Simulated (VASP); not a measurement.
# LiHf31O63 (a cell with a defect): single point with PBE

LiHf31O63 (a cell with a defect):

```
CELL_PARAMETERS angstrom
10.32324 0.00000 -0.01007
0.00000 10.42499 0.00000
-1.78582 0.00000 10.55519
ATOMIC_POSITIONS crystal
Hf 0.13936 0.23251 0.35353
Hf 0.37242 0.48183 0.40404
Hf 0.36249 0.27227 0.14586
Hf 0.14080 0.02166 0.10441
Hf 0.14051 0.23053 0.85391
Hf 0.36425 0.48005 0.89457
Hf 0.36396 0.27317 0.64444
Hf 0.13220 0.02684 0.60289
Hf 0.13890 0.72746 0.35275
Hf 0.36131 0.97967 0.39492
Hf 0.36272 0.76921 0.14599
Hf 0.13929 0.51871 0.10435
Hf 0.13524 0.72720 0.85546
Hf 0.36474 0.97784 0.89462
Hf 0.34155 0.77988 0.64142
Hf 0.13848 0.51886 0.60337
Hf 0.64019 0.22842 0.35643
Hf 0.85749 0.48058 0.39893
Hf 0.86203 0.27247 0.14670
Hf 0.63841 0.02304 0.10567
Hf 0.64068 0.23087 0.85276
Hf 0.85519 0.47928 0.89094
Hf 0.85648 0.27427 0.64573
Hf 0.63743 0.01857 0.60560
Hf 0.63914 0.72589 0.35870
Hf 0.85951 0.97864 0.39797
Hf 0.86320 0.77186 0.15038
Hf 0.63917 0.52074 0.10499
Hf 0.64954 0.73463 0.86667
Hf 0.86451 0.98097 0.89620
Hf 0.85418 0.76301 0.64446
O 0.22148 0.37390 0.48781
O 0.27636 0.12200 0.26058
O 0.27880 0.12686 0.01050
O 0.22538 0.37724 0.23765
O 0.03356 0.16348 0.17404
O 0.46718 0.41515 0.07408
O 0.47050 0.34007 0.32494
O 0.02952 0.08979 0.42482
O 0.22614 0.37113 0.98886
O 0.27345 0.11970 0.76157
O 0.27382 0.12947 0.51049
O 0.22646 0.37976 0.73949
O 0.03046 0.16565 0.67556
O 0.46145 0.41593 0.57850
O 0.46660 0.33298 0.82775
O 0.03393 0.08866 0.92514
O 0.21948 0.87521 0.48794
O 0.27557 0.62193 0.26088
O 0.27436 0.62692 0.01006
O 0.22513 0.87877 0.23844
O 0.03280 0.66172 0.17536
O 0.47052 0.90843 0.07021
O 0.46836 0.84093 0.32153
O 0.03403 0.58603 0.42413
O 0.22647 0.87097 0.98717
O 0.27736 0.62421 0.75924
O 0.27527 0.63327 0.51254
O 0.22064 0.88080 0.73667
O 0.03236 0.66243 0.67574
O 0.46727 0.90194 0.57206
O 0.46830 0.82614 0.81196
O 0.03005 0.58753 0.92459
O 0.73149 0.36337 0.48575
O 0.77594 0.12304 0.26297
O 0.77562 0.12916 0.01221
O 0.72373 0.37914 0.23819
O 0.53220 0.16254 0.17457
O 0.96680 0.41243 0.07255
O 0.96833 0.33894 0.32400
O 0.53029 0.08756 0.42660
O 0.72396 0.37296 0.99038
O 0.77636 0.11770 0.76110
O 0.77343 0.12369 0.51349
O 0.73022 0.37086 0.74618
O 0.53223 0.16085 0.67474
O 0.96915 0.41336 0.57672
O 0.97212 0.34221 0.82454
O 0.53537 0.08152 0.92265
O 0.72124 0.87119 0.49107
O 0.77423 0.62112 0.25931
O 0.77681 0.62966 0.01525
O 0.72625 0.88073 0.24042
O 0.53241 0.66148 0.17505
O 0.96987 0.91351 0.07674
O 0.96885 0.83721 0.32699
O 0.52707 0.60314 0.43480
O 0.72916 0.87253 0.99317
O 0.76520 0.63030 0.76582
O 0.78731 0.63320 0.50247
O 0.71998 0.87654 0.74087
O 0.96476 0.91191 0.57708
O 0.96634 0.83683 0.82665
O 0.53540 0.58701 0.91683
Li 0.63876 0.48276 0.59315
```

```
Program                : VASP 6.6.1
Task                   : single point
Functional             : PBE
Potentials or basis    : VASP PAW PBE potentials, release 64 (Hf_pv, O, Li_sv)
Cutoff                 : 650 eV
k mesh                 : 1 × 1 × 1
Occupations            : fermi-dirac, width 0.01 eV
Spin                   : no spin polarisation
Dipole correction      : no
Charge                 : 1
Further INCAR settings : LREAL = Auto; ALGO = Normal; EDIFF = 1e-06; NBANDS = 398; NELECT = 690.0
```

- Largest force: 0.175 eV/Å

Forces on the atoms (eV/Å):
```
Hf  -0.049  0.000 -0.052
Hf   0.059 -0.013  0.095
Hf   0.054  0.026  0.049
Hf  -0.058  0.020 -0.045
Hf  -0.048 -0.007 -0.061
Hf   0.068 -0.036  0.057
Hf   0.077  0.042  0.052
Hf  -0.051  0.007 -0.059
Hf  -0.068 -0.014 -0.056
Hf   0.066 -0.013  0.040
Hf   0.075  0.014  0.052
Hf  -0.052  0.005 -0.058
Hf  -0.057 -0.008 -0.047
Hf   0.043  0.002  0.075
Hf  -0.046  0.081  0.017
Hf  -0.053 -0.007 -0.067
Hf  -0.049  0.002 -0.043
Hf   0.036  0.007  0.065
Hf   0.049  0.023  0.051
Hf  -0.048  0.004 -0.066
Hf  -0.034  0.006 -0.077
Hf   0.034 -0.030  0.034
Hf   0.042  0.020  0.054
Hf  -0.029  0.011 -0.060
Hf  -0.057 -0.009 -0.021
Hf   0.044 -0.011  0.065
Hf   0.044  0.010  0.053
Hf  -0.046  0.008 -0.040
Hf   0.030 -0.016  0.030
Hf   0.047 -0.008  0.047
Hf   0.039  0.008  0.034
O    0.020 -0.009  0.002
O   -0.051 -0.005  0.004
O   -0.051  0.003  0.012
O    0.033 -0.009 -0.032
O    0.016  0.009  0.036
O   -0.013  0.003 -0.032
O   -0.009 -0.013 -0.025
O    0.014 -0.015  0.046
O    0.038 -0.009 -0.008
O   -0.054 -0.002  0.017
O   -0.051  0.009  0.012
O    0.036  0.008 -0.011
O    0.023  0.003  0.036
O   -0.135 -0.080 -0.078
O   -0.007  0.007 -0.037
O    0.012 -0.011  0.031
O    0.063 -0.019  0.018
O   -0.049  0.017  0.007
O   -0.049  0.005  0.005
O    0.048 -0.001 -0.009
O    0.017  0.015  0.047
O   -0.029  0.014 -0.034
O   -0.035 -0.011 -0.032
O    0.024  0.006  0.037
O    0.043 -0.004 -0.010
O   -0.050  0.009 -0.007
O   -0.053  0.020  0.013
O    0.067 -0.013 -0.028
O    0.014 -0.001  0.041
O   -0.046  0.029 -0.029
O   -0.018 -0.005 -0.030
O    0.021  0.001  0.025
O    0.095 -0.059 -0.056
O   -0.055 -0.001  0.012
O   -0.040  0.011  0.011
O    0.048  0.005 -0.019
O    0.019  0.002  0.032
O   -0.011  0.001 -0.015
O   -0.009 -0.019 -0.038
O    0.014 -0.012  0.031
O    0.045  0.004 -0.003
O   -0.045 -0.009  0.025
O   -0.051 -0.020 -0.004
O    0.083 -0.091  0.074
O    0.014  0.006  0.030
O   -0.012  0.013 -0.028
O   -0.006 -0.015 -0.023
O   -0.001 -0.004  0.041
O    0.042  0.001  0.003
O   -0.038 -0.003  0.003
O   -0.055  0.022  0.000
O    0.059  0.010 -0.010
O    0.006  0.007  0.026
O   -0.003  0.010 -0.030
O   -0.011 -0.015 -0.049
O   -0.004  0.010 -0.101
O    0.035 -0.016 -0.020
O   -0.005  0.055  0.074
O    0.025  0.022 -0.051
O    0.039 -0.009  0.002
O   -0.008  0.021 -0.046
O   -0.012 -0.003 -0.019
O   -0.001 -0.005  0.041
Li  -0.009  0.008  0.007
```

Levels at points of the mesh, in eV from the Fermi level:
| k point | band 342 | band 343 | band 344 | band 345 | band 346 | band 347 | band 348 | band 349 |
| --- | --- | --- | --- | --- | --- | --- | --- | --- |
| (0.00, 0.00, 0.00) | -0.25 | -0.13 | -0.11 | -0.04 | 0.04 | 3.96 | 4.16 | 4.36 |

Run time: 31 min on 1 thread of AMD EPYC 7R13 Processor (Zen 3), on a shared host, peak memory 1.4 GiB.

Caveat: the k points lie up to 0.62 Å⁻¹ apart; the cell carries a net charge on a neutralising background, which shifts energy and pressure; the cell is charged against a uniform background, so pressure and absolute levels hang on convention; spin-orbit coupling is left out, which moves the levels of the heavy elements.
